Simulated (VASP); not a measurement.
# Pt (Fm-3m) in VASP: single point with LDA

Aim: the single point of Pt with LDA.

Program: VASP 6.6.1. These are calculated values, not measurements. Logs are shortened: lines on timing, memory, paths and dates and some standing lists are left out, and cuts for length are marked.

## 1. The cell of the first run

The structure is cubic, space group Fm-3m (No. 225). Conventional cell: a = 3.894 Å, b = 3.894 Å, c = 3.894 Å, α = 90.00°, β = 90.00°, γ = 90.00°. Within 3.6 Å of Pt (site symmetry m-3m) lie 12 Pt at 2.75 Å.

## 2. Single point, LDA

File INCAR:

```
ALGO = Normal
EDIFF = 1E-6
ENCUT = 520
GGA = CA
ISIF = 2
ISMEAR = -1
LASPH = T
LCHARG = F
LREAL = F
LWAVE = F
NBANDS = 22
NELM = 80
PREC = Accurate
SIGMA = 0.05
```

File KPOINTS:

```
k-points
0
Gamma
  17 17 6
```

File POSCAR:

```
Pt
1.0
    0.0000000000      1.9469498731     -1.9469498731
   -1.9469498731      0.0000000000      1.9469498731
    3.8938997463      3.8938997463      3.8938997463
Pt
3
Direct
    0.0000000000      0.0000000000      0.0000000000
    0.3333333330      0.6666666670      0.3333333330
    0.6666666670      0.3333333330      0.6666666670
```

Potentials or basis: VASP PAW LDA potentials, release 64 (Pt).

The run is started by

```sh
$ cat potpaw_LDA.64/Pt/POTCAR > POTCAR
$ mpirun -np 1 vasp_std > vasp.out
```

OUTCAR:

```text
EDIFF = 1E-6
   ENCUT = 520
   GGA = CA
   ISIF = 2
   ISMEAR = -1
   LASPH = T
   LREAL = F
   NELM = 80
   PREC = Accurate

 ion  position               nearest neighbor table
   1  0.000  0.000  0.000-   2 2.75   3 2.75   3 2.75   2 2.75   3 2.75   2 2.75
   2  0.333  0.667  0.333-   1 2.75   1 2.75   1 2.75   3 2.75   3 2.75   3 2.75
   3  0.667  0.333  0.667-   1 2.75   1 2.75   1 2.75   2 2.75   2 2.75   2 2.75

  LATTYP: Found a hexagonal cell.
 ALAT       =     2.7534029158
 C/A-ratio  =     2.4494897428

  Lattice vectors:

 A1 = (   0.0000000000,   1.9469498731,  -1.9469498731)
 A2 = (  -1.9469498731,   0.0000000000,   1.9469498731)
 A3 = (   3.8938997463,   3.8938997463,   3.8938997463)

Analysis of symmetry for initial positions (statically):
=====================================================================
 Subroutine PRICEL returns following result:

  LATTYP: Found a face centered cubic cell.
 ALAT       =     3.8938997424

  Lattice vectors:

 A1 = (   1.9469498712,   1.9469498712,   0.0000000000)
 A2 = (  -0.0000000019,   1.9469498712,   1.9469498731)
 A3 = (   1.9469498770,   0.0000000039,   1.9469498731)

   3 primitive cells build up your supercell.

 Routine SETGRP: Setting up the symmetry group for a
 hexagonal supercell.

 Subroutine GETGRP returns: Found 12 space group operations
 (whereof 12 operations were pure point group operations)
 out of a pool of 24 trial point group operations.

The static configuration has the point symmetry D_3d.

Analysis of symmetry for dynamics (positions and initial velocities):
=====================================================================
 Subroutine PRICEL returns following result:

  LATTYP: Found a face centered cubic cell.
 ALAT       =     3.8938997424

  Lattice vectors:

 A1 = (   1.9469498712,   1.9469498712,   0.0000000000)
 A2 = (  -0.0000000019,   1.9469498712,   1.9469498731)
 A3 = (   1.9469498770,   0.0000000039,   1.9469498731)

   3 primitive cells build up your supercell.

 Routine SETGRP: Setting up the symmetry group for a
 hexagonal supercell.

 Subroutine GETGRP returns: Found 12 space group operations
 (whereof 12 operations were pure point group operations)
 out of a pool of 24 trial point group operations.

The dynamic configuration has the point symmetry D_3d.

 Subroutine INISYM returns: Found 12 space group operations
 (whereof 12 operations are pure point group operations),
 and found     3 'primitive' translations

----------------------------------------------------------------------------------------

                                     Primitive cell

  volume of cell :      14.7603

  direct lattice vectors                    reciprocal lattice vectors
     1.946949871  1.946949871  0.000000000     0.256811953  0.256811954 -0.256811954
    -0.000000002  1.946949871  1.946949873    -0.256811953  0.256811953  0.256811953
     1.946949877  0.000000004  1.946949873     0.256811953 -0.256811953  0.256811953

  length of vectors
     2.753402913  2.753402914  2.753402919     0.444811352  0.444811351  0.444811351

  position of ions in fractional coordinates (direct lattice)
     0.000000000  0.000000000  0.000000000

  ion indices of the primitive-cell ions
   primitive index   ion index
                 1           1

----------------------------------------------------------------------------------------

 KPOINTS: k-points

Automatic generation of k-mesh.
 Grid dimensions read from file:
 generate k-points for:   17   17    6

 Generating k-lattice:

  Cartesian coordinates                     Fractional coordinates (reciprocal lattice)
    -0.010071057  0.020142114 -0.010071057     0.058823529  0.000000000  0.000000000
    -0.020142114  0.010071057  0.010071057     0.000000000  0.058823529  0.000000000
     0.014267331  0.014267331  0.014267331     0.000000000  0.000000000  0.166666667

  Length of vectors
     0.024668951  0.024668951  0.024711742

  Shift w.r.t. Gamma in fractional coordinates (k-lattice)
     0.000000000  0.000000000  0.000000000

 Subroutine IBZKPT returns following result:
 ===========================================

 Found    180 irreducible k-points:

 Following reciprocal coordinates:
            Coordinates               Weight
  0.000000  0.000000  0.000000      1.000000
  0.058824  0.000000  0.000000      6.000000
  0.117647  0.000000  0.000000      6.000000
  0.176471  0.000000  0.000000      6.000000
  0.235294  0.000000  0.000000      6.000000
  0.294118  0.000000  0.000000      6.000000
[... 16 lines left out ...]
  0.411765  0.117647  0.000000     12.000000
  0.176471  0.176471  0.000000      6.000000
 [... further k-points ...]
   k-points           NKPTS =    180   k-points in BZ     NKDIM =    180   number of bands    NBANDS=     22
   number of dos      NEDOS =    301   number of ions     NIONS =      3
   total plane-waves  NPLWV =  20000
   dimension x,y,z NGX =    20 NGY =   20 NGZ =   50
   dimension x,y,z NGXF=    40 NGYF=   40 NGZF=  100
   ions per type =               3
   NGX,Y,Z   is equivalent  to a cutoff of  12.08, 12.08, 12.32 a.u.
   NGXF,Y,Z  is equivalent  to a cutoff of  24.15, 24.15, 24.65 a.u.
 SYSTEM =  unknown system
   PREC   = accura    normal or accurate (medium, high low for compatibility)
   ISTART =      0    job   : 0-new  1-cont  2-samecut
   ICHARG =      2    charge: 1-file 2-atom 10-const
   ISPIN  =      1    spin polarized calculation?
   LNONCOLLINEAR =      F non collinear calculations
   LSORBIT =      F    spin-orbit coupling
   LASPH  =      T    aspherical Exc in radial PAW
   ENCUT  =  520.0 eV  38.22 Ry    6.18 a.u.   5.12  5.12 12.54*2*pi/ulx,y,z
   NELM   =     80;   NELMIN=  2; NELMDL= -5     # of ELM steps
   EDIFF  = 0.1E-05   stopping-criterion for ELM
   LREAL  =      F    real-space projection
[... 7 lines left out ...]
   TEBEG  =    0.0;   TEEND  =   0.0 temperature during run
   PSTRESS=    0.0 pullay stress
   NELECT =      30.0000    total number of electrons
   NUPDOWN=      -1.0000    fix difference up-down
   EMIN   =  10.00;   EMAX   =-10.00  energy-range for DOS
   EFERMI =   0.00;   METHOD = LEGACY
   ISMEAR =    -1;   SIGMA  =   0.05  broadening in eV -4-tet -1-fermi 0-gaus
   EFERMI_NEDOS =   21; number of points for ismear=-14 and -15
   IALGO  =     38    algorithm
   IMIX   =      4    mixing-type and parameters
     AMIX     =   0.40;   BMIX     =  1.00
     AMIX_MAG =   1.60;   BMIX_MAG =  1.00
  volume/ion in A,a.u.               =      14.76        99.61
  Fermi-wavevector in a.u.,A,eV,Ry     =   1.437838  2.717120 28.128401  2.067379
  Thomas-Fermi vector in A             =   2.556872
   LORBIT       =      0    0 simple, 1 ext, 2 COOP (PROOUT), +10 PAW based schemes
   GGA     = CA    functional components
   LHFCALC =     F    Hartree Fock is set to
   AEXX    =    0.0000 exact exchange contribution
   IVDW    =     0    specifies the selected vdW correction
   LEPSILON=     F    determine dielectric tensor
   LRPA    =     F    only Hartree local field effects (RPA)
 non-spin polarized calculation
  energy-cutoff  :      520.00
  volume of cell :       44.28
 maximum number of plane-waves:      1213
   NGX = 11   NGY = 11   NGZ = 25

 number of electron      30.0000001 magnetization

 Free energy of the ion-electron system (eV)
  ---------------------------------------------------
  ext. energy  EPLUGINS =         0.00000000
  ---------------------------------------------------
  free energy    TOTEN  =       -22.54122746 eV

  energy without entropy =      -22.49712451  energy(sigma->0) =      -22.51917599

 E-fermi :  11.5622     XC(G=0): -13.8122

 val. band max:       11.5610493154   @ k =   0.2941   0.1765   0.1667
 cond. band min:      11.5641555096   @ k =   0.4706   0.0000   0.3333
 fundamental gap:      0.0031061942
 Fermi energy:        11.5621606533

 k-point     1 :       0.0000    0.0000    0.0000
  band No.  band energies     occupation
      1       1.0738      2.00000
      2       3.8171      2.00000
      3       3.8171      2.00000
      4       7.6097      2.00000
      5       7.6097      2.00000
      6       7.6100      2.00000
[... 14 lines left out ...]
     21      26.1200      0.00000
     22      26.9633      0.00000

 k-point     2 :       0.0588    0.0000    0.0000
  band No.  band energies     occupation
      1       1.2008      2.00000
      2       3.9371      2.00000
      3       3.9423      2.00000
      4       7.5434      2.00000
      5       7.6631      2.00000
      6       7.6680      2.00000
[... 14 lines left out ...]
     21      26.3234      0.00000
     22      27.1262      0.00000

 k-point     3 :       0.1176    0.0000    0.0000
  band No.  band energies     occupation
      1       1.5715      2.00000
      2       4.2606      2.00000
      3       4.3096      2.00000
      4       7.3062      2.00000
      5       7.3660      2.00000
      6       7.4081      2.00000
[... 14 lines left out ...]
     21      26.8894      0.00000
     22      27.4338      0.00000

 k-point     4 :       0.1765    0.0000    0.0000
  band No.  band energies     occupation
      1       2.1513      2.00000
      2       4.6610      2.00000
      3       4.8695      2.00000
      4       6.6221      2.00000
      5       6.9917      2.00000
      6       7.1356      2.00000
[... 14 lines left out ...]
     21      26.7455      0.00000
     22      27.6644      0.00000

 k-point     5 :       0.2353    0.0000    0.0000
  band No.  band energies     occupation
      1       2.8697      2.00000
      2       4.8928      2.00000
      3       5.4410      2.00000
      4       5.9826      2.00000
      5       6.7317      2.00000
      6       6.9385      2.00000
[... 14 lines left out ...]
     21      25.1028      0.00000
     22      26.4707      0.00000

 k-point     6 :       0.2941    0.0000    0.0000
  band No.  band energies     occupation
      1       3.5988      2.00000
      2       4.8223      2.00000
      3       5.4551      2.00000
      4       5.5549      2.00000
      5       6.8814      2.00000
      6       6.8880      2.00000
[... 14 lines left out ...]
     21      24.5574      0.00000
     22      24.8463      0.00000

 k-point     7 :       0.3529    0.0000    0.0000
  band No.  band energies     occupation
      1       4.1641      2.00000
      2       4.5924      2.00000
      3       5.0694      2.00000
      4       5.3161      2.00000
      5       6.8154      2.00000
      6       7.0919      2.00000
[... 324 lines left out ...]
      6       6.7294      2.00000
[... 14 lines left out ...]
     21      24.4218      0.00000
     22      24.4823      0.00000

 k-point    21 :       0.2941    0.1176   -0.0000
  band No.  band energies     occupation
      1       4.5353      2.00000
      2       4.8876      2.00000
      3       5.2813      2.00000
      4       5.5554      2.00000
      5       6.5369      2.00000
      6       6.9117      2.00000
[... 14 lines left out ...]
     21      23.1098      0.00000
     22      23.6866      0.00000

 k-point    22 :       0.3529    0.1176   -0.0000
  band No.  band energies     occupation
      1       4.6312      2.00000
      2       4.8616      2.00000
      3       5.0678      2.00000
      4       5.3391      2.00000
      5       6.5376      2.00000
      6       7.1770      2.00000
[... 14 lines left out ...]
     21      21.1639      0.00000
     22      23.2228      0.00000

 k-point    23 :       0.4118    0.1176    0.0000
  band No.  band energies     occupation
      1       4.4936      2.00000
      2       4.9567      2.00000
      3       5.0258      2.00000
      4       5.1649      2.00000
      5       6.6577      2.00000
      6       6.8809      2.00000
[... 14 lines left out ...]
     21      19.7922      0.00000
     22      22.7279      0.00000

 k-point    24 :       0.1765    0.1765    0.0000
  band No.  band energies     occupation
      1       3.9293      2.00000
      2       5.6302      2.00000
      3       5.6302      2.00000
      4       6.0159      2.00000
      5       6.0159      2.00000
      6       6.6814      2.00000
[... 14 lines left out ...]
     21      24.3075      0.00000
     22      24.3075      0.00000

 [... further k-points ...]

------------------------ aborting loop because EDIFF is reached ----------------------------------------

  FORCE on cell =-STRESS in cart. coord.  units (eV):
  Direction    XX          YY          ZZ          XY          YZ          ZX
  --------------------------------------------------------------------------------------
  -------------------------------------------------------------------------------------
  Total        0.2127518      0.2127518      0.2127518      0.0172941      0.0172941      0.0172941
  in kB        7.6978274      7.6978274      7.6978274      0.6257382      0.6257382      0.6257382
  external PRESSURE =       7.6978274 kB  Pullay stress =       0.0000000 kB

 VOLUME and BASIS-vectors are now :
 -----------------------------------------------------------------------------
  energy-cutoff  :      520.00
  volume of cell :       44.28
      direct lattice vectors                 reciprocal lattice vectors
     0.000000000  1.946949873 -1.946949873    -0.171207969  0.342415938 -0.171207969
    -1.946949873  0.000000000  1.946949873    -0.342415938  0.171207969  0.171207969
     3.893899746  3.893899746  3.893899746     0.085603984  0.085603984  0.085603984

 POSITION                                       TOTAL-FORCE (eV/Angst)
 -----------------------------------------------------------------------------------
      0.00000      0.00000      0.00000        -0.000000     -0.000000      0.000000
     -0.00000      1.94695      1.94695        -0.000000      0.000000     -0.000000
      1.94695      3.89390      1.94695         0.000000     -0.000000      0.000000
 -----------------------------------------------------------------------------------
    total drift:                               -0.000000     -0.000000      0.000000

  FREE ENERGIE OF THE ION-ELECTRON SYSTEM (eV)
  ---------------------------------------------------
  free  energy   TOTEN  =       -22.5412274641 eV

  energy  without entropy=      -22.4971245086  energy(sigma->0) =      -22.51917599
```

It took 46 s on 1 thread of Intel Xeon 6975P-C (Granite Rapids), shared host; peak memory 0.24 GiB.

What came out:

```
Free energy            : -22.5412 eV
Pressure               : 0.8 GPa
Band gap on the k mesh : zero (band 15 reaches 12.05 eV, above the bottom of band 16 at 10.17 eV)
```

Levels at points of the mesh, in eV from the Fermi level:
```
           k point  band 13  band 14  band 15  band 16  band 17  band 18
(0.00, 0.00, 0.00)    -1.68    -1.68    -0.86    -0.86    -0.86    -0.86
(0.00, 0.00, 0.50)    -1.79    -1.79    -1.79    -0.57     0.05     0.05
```

Caveat: spin-orbit coupling is left out, which moves the levels of the heavy elements.
